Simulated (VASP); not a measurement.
# SrTiO3 (Pm-3m) in VASP: a series of runs, part 2 of 2

VASP 6.6.1. Earlier steps stand in the parts before.

## (5) Relaxation of cell and atoms, LDA

This run uses another cell than the first one, of 11.45 Å³/atom.

INCAR reads:

```
SYSTEM = SrTiO3
PREC = Accurate
ENCUT = 600
EDIFF = 1E-6
ISMEAR = 0
SIGMA = 0.01
LREAL = .False.
LASPH = .True.
NELM = 80
ALGO = Normal
ISIF = 3
LWAVE = .False.
LCHARG = .False.
GGA = CA
IBRION = 2
NSW = 80
EDIFFG = -0.001
```

KPOINTS reads:

```
Automatic mesh
0
Gamma
  8 8 8
  0 0 0
```

POSCAR reads:

```
SrTiO3
1.0
    3.8542043456      0.0000000000      0.0000000000
    0.0000000000      3.8542043456      0.0000000000
    0.0000000000      0.0000000000      3.8542043456
Sr Ti O
1 1 3
Direct
    0.5000000000      0.5000000000      0.5000000000
    0.0000000000      0.0000000000      0.0000000000
    0.5000000000      0.0000000000      0.0000000000
    0.0000000000      0.5000000000      0.0000000000
    0.0000000000      0.0000000000      0.5000000000
```

Potentials or basis: VASP PAW LDA potentials, release 64 (Sr_sv, Ti_sv, O).

The run is started by

```bash
> cat potpaw_LDA.64/Sr_sv/POTCAR potpaw_LDA.64/Ti_sv/POTCAR potpaw_LDA.64/O/POTCAR > POTCAR
> mpirun -np 1 vasp_std > vasp.out
```

OUTCAR:

```text
SYSTEM = SrTiO3
   PREC = Accurate
   ENCUT = 600
   EDIFF = 1E-6
   ISMEAR = 0
   LREAL = .False.
   LASPH = .True.
   NELM = 80
   ISIF = 3
   GGA = CA
   IBRION = 2
   NSW = 80
   EDIFFG = -0.001

 ion  position               nearest neighbor table
   1  0.500  0.500  0.500-   3 2.73   4 2.73   5 2.73   3 2.73   4 2.73   3 2.73   5 2.73   3 2.73
                             4 2.73   5 2.73   4 2.73   5 2.73   2 3.34   2 3.34   2 3.34   2 3.34
   2  0.000  0.000  0.000-   3 1.93   4 1.93   5 1.93   5 1.93   4 1.93   3 1.93   1 3.34   1 3.34
                             1 3.34   1 3.34   1 3.34   1 3.34   1 3.34   1 3.34
   3  0.500  0.000  0.000-   2 1.93   2 1.93   1 2.73   1 2.73   1 2.73   1 2.73
   4  0.000  0.500  0.000-   2 1.93   2 1.93   1 2.73   1 2.73   1 2.73   1 2.73
   5  0.000  0.000  0.500-   2 1.93   2 1.93   1 2.73   1 2.73   1 2.73   1 2.73

  LATTYP: Found a simple cubic cell.
 ALAT       =     3.8542043456

  Lattice vectors:

 A1 = (   3.8542043456,   0.0000000000,   0.0000000000)
 A2 = (   0.0000000000,   3.8542043456,   0.0000000000)
 A3 = (   0.0000000000,   0.0000000000,   3.8542043456)

Analysis of symmetry for initial positions (statically):
=====================================================================
[... 183 lines left out ...]

  FORCE on cell =-STRESS in cart. coord.  units (eV):
  Direction    XX          YY          ZZ          XY          YZ          ZX
  --------------------------------------------------------------------------------------
  -------------------------------------------------------------------------------------
  Total        0.2985619      0.2985619      0.2985619      0.0000000      0.0000000     -0.0000000
  in kB        8.3548912      8.3548912      8.3548912      0.0000000      0.0000000     -0.0000000
  external PRESSURE =       8.3548912 kB  Pullay stress =       0.0000000 kB
[... 104 lines left out ...]
--------------------------------------- Ionic step        4  -------------------------------------------

 number of electron      39.9999996 magnetization

 Free energy of the ion-electron system (eV)
  ---------------------------------------------------
  ext. energy  EPLUGINS =         0.00000000
  ---------------------------------------------------
  free energy    TOTEN  =       -44.18403114 eV

  energy without entropy =      -44.18403114  energy(sigma->0) =      -44.18403114

 E-fermi :   4.3097     XC(G=0): -11.9779

 val. band max:        4.1703919505   @ k =   0.5000   0.5000   0.5000
 cond. band min:       5.9801542315   @ k =   0.0000   0.0000   0.0000
 fundamental gap:      1.8097622810
 Fermi energy:         4.3097353024

 k-point     1 :       0.0000    0.0000    0.0000
  band No.  band energies     occupation
      1     -51.4145      2.00000
      2     -28.2204      2.00000
      3     -28.0922      2.00000
      4     -28.0922      2.00000
      5     -28.0922      2.00000
      6     -13.0880      2.00000
[... 637 lines left out ...]
     23       8.4608      0.00000
     24      10.2845      0.00000

 [... further k-points ...]
[... 5 lines left out ...]
  --------------------------------------------------------------------------------------
  -------------------------------------------------------------------------------------
  Total        0.0014156      0.0014156      0.0014156      0.0000000     -0.0000000      0.0000000
  in kB        0.0394408      0.0394408      0.0394408      0.0000000     -0.0000000      0.0000000
  external PRESSURE =       0.0394408 kB  Pullay stress =       0.0000000 kB
[... 20 lines left out ...]
  FREE ENERGIE OF THE ION-ELECTRON SYSTEM (eV)
  ---------------------------------------------------
  free  energy   TOTEN  =       -44.1840311441 eV

  energy  without entropy=      -44.1840311441  energy(sigma->0) =      -44.18403114

 reached required accuracy - stopping structural energy minimisation
```

CONTCAR:

```text
SrTiO3
   1.00000000000000
     3.8598495758091294    0.0000000000000000   -0.0000000000000000
     0.0000000000000000    3.8598495758091294   -0.0000000000000000
     0.0000000000000000    0.0000000000000000    3.8598495758091294
  Sr              Ti              O
     1     1     3
Direct
     0.5000000000000000    0.5000000000000000    0.5000000000000000
     0.0000000000000000    0.0000000000000000    0.0000000000000000
     0.5000000000000000    0.0000000000000000    0.0000000000000000
     0.0000000000000000    0.5000000000000000    0.0000000000000000
     0.0000000000000000    0.0000000000000000    0.5000000000000000

  0.00000000E+00  0.00000000E+00  0.00000000E+00
  0.00000000E+00  0.00000000E+00  0.00000000E+00
  0.00000000E+00  0.00000000E+00  0.00000000E+00
  0.00000000E+00  0.00000000E+00  0.00000000E+00
  0.00000000E+00  0.00000000E+00  0.00000000E+00
```

Wall time 42 s (1 thread of Intel Xeon 6975P-C (Granite Rapids), shared host); peak memory 0.2 GiB.

Results:

| Property | Result |
| --- | --- |
| Free energy | -44.1840 eV |
| Relaxed volume | 11.50 Å³/atom |
| Relaxed cell | a = 3.860 Å, b = 3.860 Å, c = 3.860 Å, α = 90.00°, β = 90.00°, γ = 90.00° |
| Space group after relaxing (to 0.1 Å) | Pm-3m (No. 221) |
| Energy gained by relaxing | 0.1 meV/atom |
| Ionic steps | 4 |
| Pressure after relaxing | 0.0 GPa |
| Band gap on the k mesh | 1.81 eV (least direct gap 2.15 eV) |

Step by step:
| step | energy change (eV) | largest force (eV/Å) | pressure (GPa) | volume (Å³) |
| --- | --- | --- | --- | --- |
| 1 | 0.0000 | 0.0000 | 0.84 | 57.25 |
| 2 | -0.0001 | 0.0000 | -0.83 | 57.75 |
| 3 | -0.0007 | 0.0000 | -0.02 | 57.51 |
| 4 | -0.0007 | 0.0000 | 0.00 | 57.51 |

Final structure:
```cif
data_structure
_symmetry_space_group_name_H-M 'P 1'
_symmetry_Int_Tables_number 1
_cell_length_a 3.8598
_cell_length_b 3.8598
_cell_length_c 3.8598
_cell_angle_alpha 90.000
_cell_angle_beta 90.000
_cell_angle_gamma 90.000
_cell_volume 57.51
loop_
_atom_site_label
_atom_site_type_symbol
_atom_site_fract_x
_atom_site_fract_y
_atom_site_fract_z
_atom_site_occupancy
Sr1 Sr 0.50000 0.50000 0.50000 1
Ti1 Ti 0.00000 0.00000 0.00000 1
O1 O 0.50000 0.00000 0.00000 1
O2 O 0.00000 0.50000 0.00000 1
O3 O 0.00000 0.00000 0.50000 1
```

Levels at points of the mesh, in eV from the valence-band top:
| k point | band 18 | band 19 | band 20 | band 21 | band 22 | band 23 |
| --- | --- | --- | --- | --- | --- | --- |
| (0.00, 0.00, 0.00) | -0.34 | -0.34 | -0.34 | 1.81 | 1.81 | 1.81 |
| (0.50, 0.00, 0.00) | -2.16 | -0.73 | -0.73 | 2.01 | 3.92 | 3.92 |
| (0.50, 0.50, 0.00) | -1.62 | -1.62 | -0.10 | 3.93 | 3.93 | 4.39 |
| (0.50, 0.50, 0.50) | 0.00 | 0.00 | 0.00 | 4.65 | 4.65 | 4.65 |

## (6) The runs side by side

```tsv
task	cell	k mesh	cutoff (eV)	smearing	gap on the mesh (eV)	pressure (GPa)
single point	a = 3.905 Å, 5 atoms	6 × 6 × 6	520	gaussian 0.1 eV	1.75	-6.4
single point	a = 3.854 Å, 5 atoms	8 × 8 × 8	520	gaussian 0.02 eV	1.82	1.1
single point	a = 3.854 Å, 5 atoms	8 × 8 × 8	520	gaussian 0.01 eV	1.82	1.1
relaxation of cell and atoms	relaxed from a = 3.854 Å, 5 atoms	8 × 8 × 8	600	gaussian 0.01 eV	1.81	0.0
```

Alike in all rows: level LDA; potentials or basis VASP PAW LDA potentials, release 64 (Sr_sv, Ti_sv, O); no spin polarisation.

Caveats: the cell stands under tension (at least some runs).

Absolute energies hang on the potentials; compare differences alone.
